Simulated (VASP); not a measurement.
# Te (Pm-3m) in VASP: a series of runs, part 2 of 2

VASP 6.6.1.

## 5. Single point, BLYP

This run uses another cell than the first one, of 35.76 Å³/atom.

INCAR reads:

```
PREC = Accurate ; ENCUT = 520
EDIFF = 1E-6 ; ISMEAR = -1
SIGMA = 0.1 ; LREAL = False
LASPH = True ; NELM = 100
ALGO = Normal ; ISIF = 2
LWAVE = False ; LCHARG = True
GGA = B5 ; ALDAX = 1.0
AGGAX = 1.0 ; AGGAC = 1.0
ALDAC = 0.0 ; LELF = True
LVHAR = True ; NBANDS = 9
```

KPOINTS reads:

```
Automatic mesh
0
Gamma
  10 10 10
```

POSCAR reads:

```
Te
1.0
    3.2945378932      0.0000000000      0.0000000000
    0.0000000000      3.2945378932      0.0000000000
    0.0000000000      0.0000000000      3.2945378932
Te
1
Direct
    0.0000000000      0.0000000000      0.0000000000
```

Potentials or basis: VASP PAW PBE potentials, release 64 (Te).

Run with:

```bash
> cat potpaw_PBE.64/Te/POTCAR > POTCAR
> mpirun -np 1 vasp_std > vasp.out
```

OUTCAR:

```text
PREC = Accurate
   ENCUT = 520
   EDIFF = 1E-6
   ISMEAR = -1
   LREAL = False
   LASPH = True
   NELM = 100
   ISIF = 2
   GGA = B5

 ion  position               nearest neighbor table
   1  0.000  0.000  0.000-

  LATTYP: Found a simple cubic cell.
 ALAT       =     3.2945378932

  Lattice vectors:

 A1 = (   3.2945378932,   0.0000000000,   0.0000000000)
 A2 = (   0.0000000000,   3.2945378932,   0.0000000000)
 A3 = (   0.0000000000,   0.0000000000,   3.2945378932)

Analysis of symmetry for initial positions (statically):
=====================================================================
 Subroutine PRICEL returns:
 Original cell was already a primitive cell.

 Routine SETGRP: Setting up the symmetry group for a
 simple cubic supercell.

 Subroutine GETGRP returns: Found 48 space group operations
 (whereof 48 operations were pure point group operations)
 out of a pool of 48 trial point group operations.

The static configuration has the point symmetry O_h .

[... 154 lines left out ...]
  free energy    TOTEN  =        -2.49242503 eV

  energy without entropy =       -2.47164728  energy(sigma->0) =       -2.48203616

 E-fermi :   5.7582     XC(G=0):  -8.2766

 val. band max:        5.6960785813   @ k =   0.5000   0.2000   0.2000
 cond. band min:       5.7625657395   @ k =   0.1000   0.0000   0.0000
 fundamental gap:      0.0664871582
 Fermi energy:         5.7581506032

 k-point     1 :       0.0000    0.0000    0.0000
  band No.  band energies     occupation
      1      -7.2138      2.00000
      2       6.7917      0.00006
      3       6.7917      0.00006
      4       6.7917      0.00006
      5      12.0740      0.00000
      6      12.0740      0.00000
      7      12.2419      0.00000
      8      22.5698      0.00000
      9      22.5698      0.00000
[... 265 lines left out ...]
 k-point    24 :       0.3000    0.1000    0.1000
  band No.  band energies     occupation
      1      -6.1956      2.00000
      2       2.4265      2.00000
      3       6.5519      0.00071
      4       6.6111      0.00040
      5      14.0848      0.00000
      6      14.2132      0.00000
      7      16.0513      0.00000
      8      16.1691      0.00000
      9      19.3551      0.00000

 [... further k-points ...]
[... 5 lines left out ...]
  --------------------------------------------------------------------------------------
  -------------------------------------------------------------------------------------
  Total        0.0271028      0.0271028      0.0271028      0.0000000      0.0000000      0.0000000
  in kB        1.2143419      1.2143419      1.2143419      0.0000000      0.0000000      0.0000000
  external PRESSURE =       1.2143419 kB  Pullay stress =       0.0000000 kB

 VOLUME and BASIS-vectors are now :
 -----------------------------------------------------------------------------
  energy-cutoff  :      520.00
  volume of cell :       35.76
      direct lattice vectors                 reciprocal lattice vectors
     3.294537893  0.000000000  0.000000000     0.303532705  0.000000000  0.000000000
     0.000000000  3.294537893  0.000000000     0.000000000  0.303532705  0.000000000
     0.000000000  0.000000000  3.294537893     0.000000000  0.000000000  0.303532705

 POSITION                                       TOTAL-FORCE (eV/Angst)
 -----------------------------------------------------------------------------------
      0.00000      0.00000      0.00000         0.000000      0.000000      0.000000
 -----------------------------------------------------------------------------------
    total drift:                                0.000000      0.000000      0.000000

  FREE ENERGIE OF THE ION-ELECTRON SYSTEM (eV)
  ---------------------------------------------------
  free  energy   TOTEN  =        -2.4924250347 eV

  energy  without entropy=       -2.4716472796  energy(sigma->0) =       -2.48203616
```

stdout:

```text
POSCAR found type information on POSCAR Te
 POSCAR found :  1 types and       1 ions
 scaLAPACK will be used
 -----------------------------------------------------------------------------
|                                                                             |
|                                                                             |
|     You enforced a specific xc type in the INCAR file but a different       |
|     I HOPE YOU KNOW WHAT YOU ARE DOING!                                     |
|                                                                             |
 -----------------------------------------------------------------------------

 LDA part: xc-table for (Slater(with rela. corr.)+VWN5), standard interpolation
 POSCAR, INCAR and KPOINTS ok, starting setup
 FFT: planning ... GRIDC
 FFT: planning ... GRID_SOFT
 FFT: planning ... GRID
 WAVECAR not read
 entering main loop
```

It took 18 s on 1 thread of AMD EPYC 7R43 (Zen 3), shared host; peak memory 0.13 GiB.

What came out:

| Quantity | Value |
| --- | --- |
| Free energy | -2.4924 eV |
| Pressure | 0.1 GPa |
| Band gap on the k mesh | zero (bands 3 and 4 overlap by 4.83 eV) |

Levels at points of the mesh, in eV from the Fermi level:
```csv
k point,band 1,band 2,band 3,band 4,band 5,band 6
"(0.00, 0.00, 0.00)",-12.97,1.03,1.03,1.03,6.32,6.32
"(0.50, 0.00, 0.00)",-11.55,-5.22,2.16,2.16,7.89,9.10
"(0.50, 0.50, 0.00)",-10.10,-3.89,-3.89,2.89,3.22,10.43
"(0.50, 0.50, 0.50)",-8.61,-2.67,-2.67,-2.67,4.93,4.93
```

Caveat: the PAW data sets were made with another functional, which shifts forces and pressure a little; spin-orbit coupling is left out, which moves the levels of the heavy elements.

## 6. Single point, BLYP (35.76 Å³/atom)

This run uses another cell than the first one, of 35.76 Å³/atom.

INCAR reads:

```
SYSTEM = Te
  PREC = Accurate
  ENCUT = 520
  EDIFF = 1E-7
  ISMEAR = -1
  SIGMA = 0.1
  LREAL = .FALSE.
  LASPH = .TRUE.
  NELM = 60
  ALGO = Normal
  ISIF = 2
  LWAVE = .FALSE.
  LCHARG = .TRUE.
  GGA = B5
  ALDAX = 1.0
  AGGAX = 1.0
  AGGAC = 1.0
  ALDAC = 0.0
  LELF = .TRUE.
  LVHAR = .TRUE.
  NBANDS = 9
```

KPOINTS reads:

```
Automatic mesh
0
G
  11 11 11
  0 0 0
```

POSCAR is that of step 5.

Potentials or basis: VASP PAW PBE potentials, release 64 (Te).

Run with:

```bash
> cat potpaw_PBE.64/Te/POTCAR > POTCAR
> mpirun -np 1 vasp_std > vasp.out
```

OUTCAR:

```text
SYSTEM = Te
   PREC = Accurate
   ENCUT = 520
   EDIFF = 1E-7
   ISMEAR = -1
   LREAL = .FALSE.
   LASPH = .TRUE.
   NELM = 60
   ISIF = 2
   GGA = B5

 ion  position               nearest neighbor table
   1  0.000  0.000  0.000-

  LATTYP: Found a simple cubic cell.
 ALAT       =     3.2945378932

  Lattice vectors:

 A1 = (   3.2945378932,   0.0000000000,   0.0000000000)
 A2 = (   0.0000000000,   3.2945378932,   0.0000000000)
 A3 = (   0.0000000000,   0.0000000000,   3.2945378932)

Analysis of symmetry for initial positions (statically):
=====================================================================
 Subroutine PRICEL returns:
 Original cell was already a primitive cell.

 Routine SETGRP: Setting up the symmetry group for a
 simple cubic supercell.

 Subroutine GETGRP returns: Found 48 space group operations
 (whereof 48 operations were pure point group operations)
 out of a pool of 48 trial point group operations.

The static configuration has the point symmetry O_h .

Analysis of symmetry for dynamics (positions and initial velocities):
=====================================================================
 Subroutine PRICEL returns:
 Original cell was already a primitive cell.

 Routine SETGRP: Setting up the symmetry group for a
 simple cubic supercell.

 Subroutine GETGRP returns: Found 48 space group operations
 (whereof 48 operations were pure point group operations)
 out of a pool of 48 trial point group operations.

The dynamic configuration has the point symmetry O_h .

 Subroutine INISYM returns: Found 48 space group operations
 (whereof 48 operations are pure point group operations),
 and found     1 'primitive' translations

----------------------------------------------------------------------------------------

                                     Primitive cell

  volume of cell :      35.7588

  direct lattice vectors                    reciprocal lattice vectors
     3.294537893  0.000000000  0.000000000     0.303532705  0.000000000  0.000000000
     0.000000000  3.294537893  0.000000000     0.000000000  0.303532705  0.000000000
     0.000000000  0.000000000  3.294537893     0.000000000  0.000000000  0.303532705

  length of vectors
     3.294537893  3.294537893  3.294537893     0.303532705  0.303532705  0.303532705

  position of ions in fractional coordinates (direct lattice)
     0.000000000  0.000000000  0.000000000

  ion indices of the primitive-cell ions
   primitive index   ion index
                 1           1

----------------------------------------------------------------------------------------

 KPOINTS: Automatic mesh

Automatic generation of k-mesh.
 Grid dimensions read from file:
 generate k-points for:   11   11   11

 Generating k-lattice:

  Cartesian coordinates                     Fractional coordinates (reciprocal lattice)
     0.027593882  0.000000000  0.000000000     0.090909091  0.000000000  0.000000000
     0.000000000  0.027593882  0.000000000     0.000000000  0.090909091  0.000000000
     0.000000000  0.000000000  0.027593882     0.000000000  0.000000000  0.090909091

  Length of vectors
     0.027593882  0.027593882  0.027593882

  Shift w.r.t. Gamma in fractional coordinates (k-lattice)
     0.000000000  0.000000000  0.000000000

 Subroutine IBZKPT returns following result:
 ===========================================

 Found     56 irreducible k-points:

 Following reciprocal coordinates:
            Coordinates               Weight
  0.000000  0.000000  0.000000      1.000000
  0.090909  0.000000  0.000000      6.000000
  0.181818  0.000000  0.000000      6.000000
  0.272727  0.000000  0.000000      6.000000
  0.363636  0.000000  0.000000      6.000000
  0.454545  0.000000  0.000000      6.000000
[... 16 lines left out ...]
  0.181818  0.090909  0.090909     24.000000
  0.272727  0.090909  0.090909     24.000000
 [... further k-points ...]
   k-points           NKPTS =     56   k-points in BZ     NKDIM =     56   number of bands    NBANDS=      9
   number of dos      NEDOS =    301   number of ions     NIONS =      1
   total plane-waves  NPLWV =  21952
   dimension x,y,z NGX =    28 NGY =   28 NGZ =   28
   dimension x,y,z NGXF=    56 NGYF=   56 NGZF=   56
   ions per type =               1
   NGX,Y,Z   is equivalent  to a cutoff of  14.13, 14.13, 14.13 a.u.
   NGXF,Y,Z  is equivalent  to a cutoff of  28.26, 28.26, 28.26 a.u.
 SYSTEM =  Te
   PREC   = accura    normal or accurate (medium, high low for compatibility)
   ISTART =      0    job   : 0-new  1-cont  2-samecut
   ICHARG =      2    charge: 1-file 2-atom 10-const
   ISPIN  =      1    spin polarized calculation?
   LNONCOLLINEAR =      F non collinear calculations
   LSORBIT =      F    spin-orbit coupling
   LASPH  =      T    aspherical Exc in radial PAW
   ENCUT  =  520.0 eV  38.22 Ry    6.18 a.u.   6.13  6.13  6.13*2*pi/ulx,y,z
   NELM   =     60;   NELMIN=  2; NELMDL= -5     # of ELM steps
   EDIFF  = 0.1E-06   stopping-criterion for ELM
   LREAL  =      F    real-space projection
   EDIFFG = 0.1E-05   stopping-criterion for IOM
   NSW    =      0    number of steps for IOM
   IBRION =     -1    ionic relax: 0-MD 1-quasi-New 2-CG
   NFREE  =      0    steps in history (QN), initial steepest desc. (CG)
   ISIF   =      2    stress and relaxation
   ISYM   =      2    0-nonsym 1-usesym 2-fastsym
   POTIM  = 0.5000    time-step for ionic-motion
   TEBEG  =    0.0;   TEEND  =   0.0 temperature during run
   PSTRESS=    0.0 pullay stress
   NELECT =       6.0000    total number of electrons
   NUPDOWN=      -1.0000    fix difference up-down
   EMIN   =  10.00;   EMAX   =-10.00  energy-range for DOS
   EFERMI =   0.00;   METHOD = LEGACY
   ISMEAR =    -1;   SIGMA  =   0.10  broadening in eV -4-tet -1-fermi 0-gaus
   EFERMI_NEDOS =   21; number of points for ismear=-14 and -15
   IALGO  =     38    algorithm
   IMIX   =      4    mixing-type and parameters
     AMIX     =   0.40;   BMIX     =  1.00
     AMIX_MAG =   1.60;   BMIX_MAG =  1.00
  volume/ion in A,a.u.               =      35.76       241.31
  Fermi-wavevector in a.u.,A,eV,Ry     =   0.902951  1.706330 11.093103  0.815320
  Thomas-Fermi vector in A             =   2.026217
   LORBIT       =      0    0 simple, 1 ext, 2 COOP (PROOUT), +10 PAW based schemes
   GGA     = B5    functional components
   LHFCALC =     F    Hartree Fock is set to
   AEXX    =    0.0000 exact exchange contribution
   IVDW    =     0    specifies the selected vdW correction
   LEPSILON=     F    determine dielectric tensor
   LRPA    =     F    only Hartree local field effects (RPA)
 non-spin polarized calculation
  energy-cutoff  :      520.00
  volume of cell :       35.76
 maximum number of plane-waves:       979
 NGX is ok and might be reduce to    28
   NGX = 13   NGY = 13   NGZ = 13

 number of electron       5.9999999 magnetization

 Free energy of the ion-electron system (eV)
  ---------------------------------------------------
  ext. energy  EPLUGINS =         0.00000000
  ---------------------------------------------------
  free energy    TOTEN  =        -2.48909986 eV

  energy without entropy =       -2.46784309  energy(sigma->0) =       -2.47847148

 E-fermi :   5.7310     XC(G=0):  -8.2771

 val. band max:        5.6512333886   @ k =   0.3636   0.1818   0.1818
 cond. band min:       5.7353050252   @ k =   0.4545   0.1818   0.1818
 fundamental gap:      0.0840716367
 Fermi energy:         5.7310223803

 k-point     1 :       0.0000    0.0000    0.0000
  band No.  band energies     occupation
      1      -7.2150      2.00000
      2       6.7906      0.00005
      3       6.7906      0.00005
      4       6.7906      0.00005
      5      12.0737      0.00000
      6      12.0737      0.00000
      7      12.2412      0.00000
      8      22.5683      0.00000
      9      22.5683      0.00000

 k-point     2 :       0.0909    0.0000    0.0000
  band No.  band energies     occupation
      1      -7.1308      2.00000
      2       5.9127      0.27953
      3       6.8645      0.00002
      4       6.8645      0.00002
      5      12.1567      0.00000
      6      12.2782      0.00000
      7      13.2082      0.00000
      8      21.1514      0.00000
      9      21.1514      0.00000
[... 253 lines left out ...]
 k-point    24 :       0.2727    0.0909    0.0909
  band No.  band energies     occupation
      1      -6.3546      2.00000
      2       2.8204      2.00000
      3       6.5832      0.00040
      4       6.6284      0.00025
      5      13.8978      0.00000
      6      13.9380      0.00000
      7      16.2789      0.00000
      8      16.7053      0.00000
      9      18.7357      0.00000

 [... further k-points ...]
[... 5 lines left out ...]
  --------------------------------------------------------------------------------------
  -------------------------------------------------------------------------------------
  Total        0.0144310      0.0144310      0.0144310      0.0000000      0.0000000     -0.0000000
  in kB        0.6465815      0.6465815      0.6465815      0.0000000      0.0000000     -0.0000000
  external PRESSURE =       0.6465815 kB  Pullay stress =       0.0000000 kB

 VOLUME and BASIS-vectors are now :
 -----------------------------------------------------------------------------
  energy-cutoff  :      520.00
  volume of cell :       35.76
      direct lattice vectors                 reciprocal lattice vectors
     3.294537893  0.000000000  0.000000000     0.303532705  0.000000000  0.000000000
     0.000000000  3.294537893  0.000000000     0.000000000  0.303532705  0.000000000
     0.000000000  0.000000000  3.294537893     0.000000000  0.000000000  0.303532705

 POSITION                                       TOTAL-FORCE (eV/Angst)
 -----------------------------------------------------------------------------------
      0.00000      0.00000      0.00000         0.000000      0.000000      0.000000
 -----------------------------------------------------------------------------------
    total drift:                               -0.000000      0.000000     -0.000000

  FREE ENERGIE OF THE ION-ELECTRON SYSTEM (eV)
  ---------------------------------------------------
  free  energy   TOTEN  =        -2.4890998600 eV

  energy  without entropy=       -2.4678430929  energy(sigma->0) =       -2.47847148
```

Wall time 20 s (1 thread of AMD EPYC 7R43 (Zen 3), shared host); peak memory 0.13 GiB.

Results:

| Quantity | Value |
| --- | --- |
| Free energy | -2.4891 eV |
| Pressure | 0.1 GPa |
| Band gap on the k mesh | zero (bands 3 and 4 overlap by 4.74 eV) |

Caveat: the PAW data sets were made with another functional, which shifts forces and pressure a little; spin-orbit coupling is left out, which moves the levels of the heavy elements.

## 7. The runs side by side

```csv
cell,k mesh,gap on the mesh (eV),pressure (GPa)
"a = 3.157 Å, 1 atom",11 × 11 × 11,none,6.9
"a = 3.204 Å, 1 atom",11 × 11 × 11,none,4.1
"a = 3.250 Å, 1 atom",11 × 11 × 11,none,1.8
"a = 3.295 Å, 1 atom",10 × 10 × 10,none,0.1
"a = 3.295 Å, 1 atom",11 × 11 × 11,none,0.1
```

Alike in all rows: task single point; level BLYP; potentials or basis VASP PAW PBE potentials, release 64 (Te); no spin polarisation; cutoff (eV) 520; smearing fermi-dirac 0.1 eV.

Caveats: the PAW data sets were made with another functional, which shifts forces and pressure a little; spin-orbit coupling is left out, which moves the levels of the heavy elements; the cell stands under pressure (at least some runs).

Absolute energies hang on the potentials; compare differences alone.
